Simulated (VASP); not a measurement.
Write the native input for VASP 6.6.1 that does the following.

```
Task                   : single point
Functional             : PBE
Potentials or basis    : VASP PAW PBE potentials, release 64 (Cd)
Cutoff                 : 520 eV
k mesh                 : 14 × 14 × 8
Occupations            : fermi-dirac, width 0.08 eV
Spin                   : no spin polarisation
Dipole correction      : no
Further INCAR settings : ALGO = Normal; EDIFF = 1e-06; NBANDS = 19
```

The structure of Cd lies in POSCAR:

```
Cd
1.0
    3.0646364591      0.0000000000      0.0000000000
   -1.5323182295      2.6540530269      0.0000000000
    0.0000000000      0.0000000000      5.5734365332
Cd
2
Direct
    0.3333333333      0.6666666667      0.2500000000
    0.6666666667      0.3333333333      0.7500000000
```

The input as run:

INCAR

```
SYSTEM = Cd
ALGO     = Normal         ! electronic algorithm
EDIFF    = 1E-6           ! SCF threshold, eV
ENCUT    = 520            ! plane-wave cutoff, eV
GGA      = PE             ! functional
ISIF     = 2              ! what is computed and relaxed
ISMEAR   = -1             ! smearing method
LASPH    = .True.         ! aspherical terms in the spheres
LCHARG   = .False.        ! write CHGCAR
LREAL    = .False.        ! projectors in reciprocal space
LWAVE    = .False.        ! write WAVECAR
NBANDS   = 19             ! bands
NELM     = 100            ! most SCF steps
PREC     = Accurate       ! precision mode
SIGMA    = 0.08           ! smearing width, eV
```

KPOINTS

```
k-points
0
Gamma
  14 14 8
  0 0 0
```

Potentials or basis: VASP PAW PBE potentials, release 64 (Cd).

Command:

```sh
$ cat potpaw_PBE.64/Cd/POTCAR > POTCAR
$ mpirun -np 1 vasp_std > vasp.out
```

It gave:

* Pressure: 0.3 GPa
* Band gap on the k mesh: zero (bands 12 and 13 overlap by 3.76 eV)

Run time: 24 s on 1 thread of Intel(R) Xeon(R) 6975P-C (Granite Rapids) (shared host), peak memory 0.21 GiB.
